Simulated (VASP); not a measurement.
# Si7Ge (P-42m) in VASP: a series of runs

Si7Ge is run at these levels: r2SCAN; tasks: single point.

Program: VASP 6.6.1. These are calculated values, not measurements. Logs are shortened: lines on timing, memory, paths and dates and some standing lists are left out, and cuts for length are marked.

## (1) The cell of the first run

The structure is tetragonal, space group P-42m (No. 111). Conventional cell: a = 5.468 Å, b = 5.468 Å, c = 5.605 Å, α = 90.00°, β = 90.00°, γ = 90.00°. Si (site symmetry m) has 3 Si at 2.38 Å and 1 Ge at 2.41 Å within 3.1 Å. Si (site symmetry 222) has 4 Si at 2.38 Å within 3.1 Å. Within 3.1 Å of Si (site symmetry -42m) lie 4 Si at 2.38 Å. Ge (site symmetry -42m) has 4 Si at 2.41 Å within 3.2 Å.

## (2) Single point, r2SCAN (strain +0.000 along x and y, +0.025 along z)

The input, POSCAR:

```
Si7Ge
1.0
    5.4679684304      0.0000000000      0.0000000000
    0.0000000000      5.4679684304      0.0000000000
    0.0000000000      0.0000000000      5.6046676412
Si Ge
7 1
Direct
    0.2524307582      0.2524307582      0.2524307582
    0.0000000000      0.5000000000      0.5000000000
    0.5000000000      0.5000000000      0.0000000000
    0.5000000000      0.0000000000      0.5000000000
    0.7475692418      0.2524307582      0.7475692418
    0.7475692418      0.7475692418      0.2524307582
    0.2524307582      0.7475692418      0.7475692418
    0.0000000000      0.0000000000      0.0000000000
```

The input, INCAR.step1:

```
PREC = Accurate ; ENCUT = 520
ISMEAR = 0 ; SIGMA = 0.05
LREAL = False ; LASPH = True
NELM = 80 ; NBANDS = 31
GGA = PE ; ALGO = Normal
EDIFF = 1E-4 ; LWAVE = True
LCHARG = False
```

The input, INCAR.step2:

```
PREC = Accurate ; ENCUT = 520
EDIFF = 1E-6 ; ISMEAR = 0
SIGMA = 0.05 ; LREAL = False
LASPH = True ; NELM = 80
ALGO = Normal ; ISIF = 2
LWAVE = False ; LCHARG = True
METAGGA = R2SCAN ; LMIXTAU = True
LELF = True ; LVHAR = True
NBANDS = 31 ; ISTART = 1
```

The input, KPOINTS:

```
Automatic mesh
0
Gamma
  6 6 6
```

Potentials or basis: VASP PAW PBE potentials, release 64 (Si, Ge_d).

Launch:

```sh
$ cat potpaw_PBE.64/Si/POTCAR potpaw_PBE.64/Ge_d/POTCAR > POTCAR
$ cp INCAR.step1 INCAR
$ mpirun -np 1 vasp_std > vasp.out
$ cp INCAR.step2 INCAR
$ mpirun -np 1 vasp_std > vasp.out
```

OUTCAR:

```text
PREC = Accurate
   ENCUT = 520
   EDIFF = 1E-6
   ISMEAR = 0
   LREAL = False
   LASPH = True
   NELM = 80
   ISIF = 2
   METAGGA = R2SCAN
   ISTART = 1

 ion  position               nearest neighbor table
   1  0.252  0.252  0.252-   2 2.38   4 2.38   3 2.38   8 2.41
   2  0.000  0.500  0.500-   1 2.38   5 2.38   6 2.38   7 2.38
   3  0.500  0.500  0.000-   1 2.38   5 2.38   6 2.38   7 2.38
   4  0.500  0.000  0.500-   1 2.38   5 2.38   6 2.38   7 2.38
   5  0.748  0.252  0.748-   2 2.38   4 2.38   3 2.38   8 2.41
   6  0.748  0.748  0.252-   2 2.38   4 2.38   3 2.38   8 2.41
   7  0.252  0.748  0.748-   2 2.38   4 2.38   3 2.38   8 2.41
   8  0.000  0.000  0.000-   1 2.41   5 2.41   6 2.41   7 2.41

  LATTYP: Found a simple tetragonal cell.
 ALAT       =     5.4679684304
 C/A-ratio  =     1.0250000000

  Lattice vectors:

 A1 = (   5.4679684304,   0.0000000000,   0.0000000000)
 A2 = (   0.0000000000,   5.4679684304,   0.0000000000)
 A3 = (   0.0000000000,   0.0000000000,   5.6046676412)

Analysis of symmetry for initial positions (statically):
=====================================================================
 Subroutine PRICEL returns:
 Original cell was already a primitive cell.

 Routine SETGRP: Setting up the symmetry group for a
 simple tetragonal supercell.

 Subroutine GETGRP returns: Found  8 space group operations
 (whereof  8 operations were pure point group operations)
 out of a pool of 16 trial point group operations.

The static configuration has the point symmetry D_2d.

Analysis of symmetry for dynamics (positions and initial velocities):
=====================================================================
 Subroutine PRICEL returns:
 Original cell was already a primitive cell.

 Routine SETGRP: Setting up the symmetry group for a
 simple tetragonal supercell.

 Subroutine GETGRP returns: Found  8 space group operations
 (whereof  8 operations were pure point group operations)
 out of a pool of 16 trial point group operations.

The dynamic configuration has the point symmetry D_2d.

 Subroutine INISYM returns: Found  8 space group operations
 (whereof  8 operations are pure point group operations),
 and found     1 'primitive' translations

----------------------------------------------------------------------------------------

                                     Primitive cell

  volume of cell :     167.5722
[... 106 lines left out ...]
   NFREE  =      0    steps in history (QN), initial steepest desc. (CG)
   ISIF   =      2    stress and relaxation
   ISYM   =      2    0-nonsym 1-usesym 2-fastsym
   POTIM  = 0.5000    time-step for ionic-motion
   TEBEG  =    0.0;   TEEND  =   0.0 temperature during run
   PSTRESS=    0.0 pullay stress
   NELECT =      42.0000    total number of electrons
   NUPDOWN=      -1.0000    fix difference up-down
   EMIN   =  10.00;   EMAX   =-10.00  energy-range for DOS
   EFERMI =   0.00;   METHOD = LEGACY
   ISMEAR =     0;   SIGMA  =   0.05  broadening in eV -4-tet -1-fermi 0-gaus
   EFERMI_NEDOS =   21; number of points for ismear=-14 and -15
   IALGO  =     38    algorithm
   IMIX   =      4    mixing-type and parameters
     AMIX     =   0.40;   BMIX     =  1.00
     AMIX_MAG =   1.60;   BMIX_MAG =  1.00
  volume/ion in A,a.u.               =      20.95       141.35
  Fermi-wavevector in a.u.,A,eV,Ry     =   1.032184  1.950546 14.495711  1.065405
  Thomas-Fermi vector in A             =   2.166370
   LORBIT       =      0    0 simple, 1 ext, 2 COOP (PROOUT), +10 PAW based schemes
   METAGGA = R2SCAN    functional components
   LHFCALC =     F    Hartree Fock is set to
   AEXX    =    0.0000 exact exchange contribution
   IVDW    =     0    specifies the selected vdW correction
   LEPSILON=     F    determine dielectric tensor
   LRPA    =     F    only Hartree local field effects (RPA)
 non-spin polarized calculation
 Gauss-broadening in eV      SIGMA  =   0.05
  energy-cutoff  :      520.00
  volume of cell :      167.57
 maximum number of plane-waves:      4537
 NGX is ok and might be reduce to    42
   NGX = 21   NGY = 21   NGZ = 21

 number of electron      42.0000016 magnetization

 Free energy of the ion-electron system (eV)
  ---------------------------------------------------
  ext. energy  EPLUGINS =         0.00000000
  ---------------------------------------------------
  free energy    TOTEN  =       -75.20619199 eV

  energy without entropy =      -75.20619199  energy(sigma->0) =      -75.20619199

 E-fermi :   5.6718     XC(G=0):  -9.8721

 val. band max:        5.3762421256   @ k =   0.0000   0.0000   0.0000
 cond. band min:       5.9432735015   @ k =   0.0000   0.0000   0.0000
 fundamental gap:      0.5670313759
 Fermi energy:         5.6717710729

 k-point     1 :       0.0000    0.0000    0.0000
  band No.  band energies     occupation
      1     -19.4709      2.00000
      2     -19.4705      2.00000
      3     -19.4705      2.00000
      4     -19.4434      2.00000
      5     -19.4408      2.00000
      6      -7.1150      2.00000
[... 805 lines left out ...]
     30      10.4261      0.00000
     31      10.5828      0.00000

 [... further k-points ...]

------------------------ aborting loop because EDIFF is reached ----------------------------------------

  FORCE on cell =-STRESS in cart. coord.  units (eV):
  Direction    XX          YY          ZZ          XY          YZ          ZX
  --------------------------------------------------------------------------------------
  -------------------------------------------------------------------------------------
  Total       -1.5522383     -1.5522383     -4.3223312      0.0000000      0.0000000      0.0000000
  in kB      -14.8411352    -14.8411352    -41.3263230      0.0000000      0.0000000      0.0000000
  external PRESSURE =     -23.6695312 kB  Pullay stress =       0.0000000 kB

 VOLUME and BASIS-vectors are now :
 -----------------------------------------------------------------------------
  energy-cutoff  :      520.00
  volume of cell :      167.57
      direct lattice vectors                 reciprocal lattice vectors
     5.467968430  0.000000000  0.000000000     0.182883280  0.000000000  0.000000000
     0.000000000  5.467968430  0.000000000     0.000000000  0.182883280  0.000000000
     0.000000000  0.000000000  5.604667641     0.000000000  0.000000000  0.178422712

 POSITION                                       TOTAL-FORCE (eV/Angst)
 -----------------------------------------------------------------------------------
      1.38028      1.38028      1.41479         0.014897      0.014897      0.007664
      0.00000      2.73398      2.80233         0.000000     -0.000000     -0.000000
      2.73398      2.73398      0.00000         0.000000     -0.000000     -0.000000
      2.73398      0.00000      2.80233         0.000000     -0.000000     -0.000000
      4.08769      1.38028      4.18988        -0.014897      0.014897     -0.007664
      4.08769      4.08769      1.41479        -0.014897     -0.014897      0.007664
      1.38028      4.08769      4.18988         0.014897     -0.014897     -0.007664
      0.00000      0.00000      0.00000         0.000000     -0.000000     -0.000000
 -----------------------------------------------------------------------------------
    total drift:                               -0.000000     -0.000000      0.000000

  FREE ENERGIE OF THE ION-ELECTRON SYSTEM (eV)
  ---------------------------------------------------
  free  energy   TOTEN  =       -75.2061919922 eV

  energy  without entropy=      -75.2061919922  energy(sigma->0) =      -75.20619199
```

OUTCAR.step1:

```text
PREC = Accurate
   ENCUT = 520
   ISMEAR = 0
   LREAL = False
   LASPH = True
[... 1061 lines left out ...]
      4.08769      1.38028      4.18988        -0.046428      0.046428     -0.040513
      4.08769      4.08769      1.41479        -0.046428     -0.046428      0.040513
      1.38028      4.08769      4.18988         0.046428     -0.046428     -0.040513
      0.00000      0.00000      0.00000         0.000000      0.000000     -0.000000
 -----------------------------------------------------------------------------------
    total drift:                               -0.000000     -0.000000      0.000000

  FREE ENERGIE OF THE ION-ELECTRON SYSTEM (eV)
  ---------------------------------------------------
  free  energy   TOTEN  =       -42.4084485776 eV

  energy  without entropy=      -42.4084485775  energy(sigma->0) =      -42.40844858
```

OSZICAR.step1:

```text
N       E                     dE             d eps       ncg     rms          rms(c)
DAV:   1     0.225208596632E+03    0.22521E+03   -0.17447E+04  3169   0.170E+03
DAV:   2    -0.917117391851E+01   -0.23438E+03   -0.21986E+03  2704   0.469E+02
DAV:   3    -0.415312621913E+02   -0.32360E+02   -0.31771E+02  3019   0.102E+02
DAV:   4    -0.429758766572E+02   -0.14446E+01   -0.14416E+01  3174   0.240E+01
DAV:   5    -0.430125739921E+02   -0.36697E-01   -0.36694E-01  3253   0.394E+00    0.900E+00
DAV:   6    -0.425962815930E+02    0.41629E+00   -0.21846E-01  2944   0.215E+00    0.545E+00
DAV:   7    -0.424027438951E+02    0.19354E+00   -0.43872E-01  2837   0.276E+00    0.326E-01
DAV:   8    -0.424070025414E+02   -0.42586E-02   -0.31803E-02  3105   0.129E+00    0.168E-01
DAV:   9    -0.424081777463E+02   -0.11752E-02   -0.27206E-03  3046   0.340E-01    0.123E-01
DAV:  10    -0.424083475041E+02   -0.16976E-03   -0.29136E-04  2933   0.790E-02    0.633E-02
DAV:  11    -0.424084479113E+02   -0.10041E-03   -0.18000E-04  2452   0.770E-02    0.165E-02
DAV:  12    -0.424084485776E+02   -0.66629E-06   -0.98810E-06  1758   0.181E-02
   1 F= -.42408449E+02 E0= -.42408449E+02  d E =-.147200E-09
```

Run time: 13 min. Hardware: 1 thread of AMD EPYC 9R45 (Zen 5), shared host; peak memory 0.34 GiB.

What came out:

- Free energy: -75.2062 eV
- Pressure: -2.4 GPa
- Largest force: 0.022 eV/Å
- Band gap on the k mesh: 0.57 eV, direct

Forces in eV/Å, atoms in the order of the input:
```
Si   0.015  0.015  0.008
Si   0.000  0.000  0.000
Si   0.000  0.000  0.000
Si   0.000  0.000  0.000
Si  -0.015  0.015 -0.008
Si  -0.015 -0.015  0.008
Si   0.015 -0.015 -0.008
Ge   0.000  0.000  0.000
```

Caveat: the cell differs from its parent crystal (strain +0.000 along x and y, +0.025 along z); the PAW data sets were made with another functional, which shifts forces and pressure a little. A k mesh can miss the band edges.

## (3) Single point, r2SCAN (strain +0.025 along x and y, +0.000 along z)

Edit POSCAR of step 2 so:

```diff
@@ -2,5 +2,5 @@
 1.0
-    5.4679684304      0.0000000000      0.0000000000
-    0.0000000000      5.4679684304      0.0000000000
-    0.0000000000      0.0000000000      5.6046676412
+    5.6046676412      0.0000000000      0.0000000000
+    0.0000000000      5.6046676412      0.0000000000
+    0.0000000000      0.0000000000      5.4679684304
 Si Ge
```

The input, INCAR.step1:

```
SYSTEM = Si7Ge
PREC = Accurate
ENCUT = 520
ISMEAR = 0
SIGMA = 0.05
LREAL = .False.
LASPH = .True.
NELM = 60
NBANDS = 31
GGA = PE
ALGO = Normal
EDIFF = 1E-4
LWAVE = .True.
LCHARG = .False.
```

The input, INCAR.step2:

```
SYSTEM = Si7Ge
PREC = Accurate
ENCUT = 520
EDIFF = 1E-6
ISMEAR = 0
SIGMA = 0.05
LREAL = .False.
LASPH = .True.
NELM = 60
ALGO = Normal
ISIF = 2
LWAVE = .False.
LCHARG = .False.
METAGGA = R2SCAN
LMIXTAU = .True.
NBANDS = 31
ISTART = 1
```

The input, KPOINTS:

```
regular mesh
0
Gamma
  6 6 6
  0 0 0
```

Potentials or basis: VASP PAW PBE potentials, release 64 (Si, Ge_d).

Launch:

```sh
$ cat potpaw_PBE.64/Si/POTCAR potpaw_PBE.64/Ge_d/POTCAR > POTCAR
$ cp INCAR.step1 INCAR
$ mpirun -np 1 vasp_std > vasp.out
$ cp INCAR.step2 INCAR
$ mpirun -np 1 vasp_std > vasp.out
```

Wall time 17 min (1 thread of Intel Xeon Platinum 8488C (Sapphire Rapids), shared host); peak memory 0.38 GiB.

Results (log left out):

```yaml
Free_energy: -75.1195 eV
Pressure: -4.3 GPa
Largest_force: 0.024 eV/Å
Band_gap_on_the_k_mesh: 0.55 eV, direct
```

Forces on the atoms (eV/Å):
```
Si   0.011  0.011  0.017
Si   0.000  0.000  0.000
Si   0.000  0.000  0.000
Si   0.000  0.000  0.000
Si  -0.011  0.011 -0.017
Si  -0.011 -0.011  0.017
Si   0.011 -0.011 -0.017
Ge   0.000  0.000  0.000
```

Stress tensor (GPa, compression positive):
```
-5.14  0.00  0.00
 0.00 -5.14  0.00
 0.00  0.00 -2.71
```

Levels at points of the mesh, in eV from the valence-band top:
```tsv
k point	band 18	band 19	band 20	band 21	band 22	band 23	band 24	band 25
(0.00, 0.00, 0.00)	-2.91	-0.17	-0.17	0.00	0.55	0.82	0.99	1.02
(0.50, 0.00, 0.00)	-2.06	-2.02	-1.92	-1.88	1.23	1.40	3.28	3.28
(0.50, 0.50, 0.00)	-1.73	-1.61	-1.54	-1.54	2.29	2.29	2.34	2.55
(0.00, 0.00, 0.50)	-2.18	-2.18	-2.05	-2.05	1.02	1.19	3.29	3.31
(0.50, 0.00, 0.50)	-1.54	-1.43	-1.35	-1.34	2.52	2.52	2.56	2.79
(0.50, 0.50, 0.50)	-1.36	-1.22	-1.22	-1.12	1.02	1.46	1.46	1.51
```

Caveat: the cell differs from its parent crystal (strain +0.025 along x and y, +0.000 along z); the PAW data sets were made with another functional, which shifts forces and pressure a little. A k mesh can miss the band edges.

(Continued in part 2 of 2.)
